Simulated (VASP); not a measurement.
## Fe3Ge: single point with PBEsol

The system is Fe3Ge.

```
Fe Ge
1.0
     0.00000    2.87559    2.87559
     2.87559    0.00000    2.87559
     2.87559    2.87559    0.00000
Fe Ge
3 1
Direct
  0.50000 0.50000 0.50000
  0.25000 0.25000 0.25000
  0.75000 0.75000 0.75000
  0.00000 0.00000 0.00000
```

```yaml
Program: VASP 6.6.1
Task: single point
Functional: PBEsol
Potentials_or_basis: VASP PAW PBE potentials, release 64 (Fe, Ge_d)
Cutoff: 520 eV
k_mesh: 7 × 7 × 7
Occupations: methfessel-paxton, width 0.5 eV
Spin: collinear spin, ferromagnetic start
Starting_moments: "[3.5, 3.5, 3.5, 0.0] μB"
Dipole_correction: no
Further_INCAR_settings: ALGO = Normal; EDIFF = 1e-07; NBANDS = 31
```

| Quantity | Value |
| --- | --- |
| Pressure | -10.4 GPa |
| Net moment | 5.81 μB per cell |
| Site moments | Fe +2.55, +1.66 (each value once); Ge -0.08 μB |
| Valence electrons inside the program's atomic spheres | Fe 7.20, 7.33 (each value once); Ge 12.48 |

Levels at points of the mesh, in eV from the Fermi level:
Spin up:
```tsv
k point	band 17	band 18	band 19	band 20	band 21	band 22	band 23	band 24	band 25	band 26
(0.00, 0.00, 0.00)	-0.82	-0.82	-0.82	-0.57	-0.57	2.09	3.82	3.82	3.82	5.64
```
Spin down:
```
           k point  band 14  band 15  band 16  band 17  band 18  band 19
(0.00, 0.00, 0.00)    -1.44     0.72     0.72     0.72     1.40     1.40
```

Wall time 2.1 min on 1 thread of AMD EPYC 7R13, on a shared host, peak memory 0.18 GiB.

Caveat: the cell stands under tension; so wide a smearing shifts energies and pressures; the PAW data sets were made with another functional, which shifts forces and pressure a little.
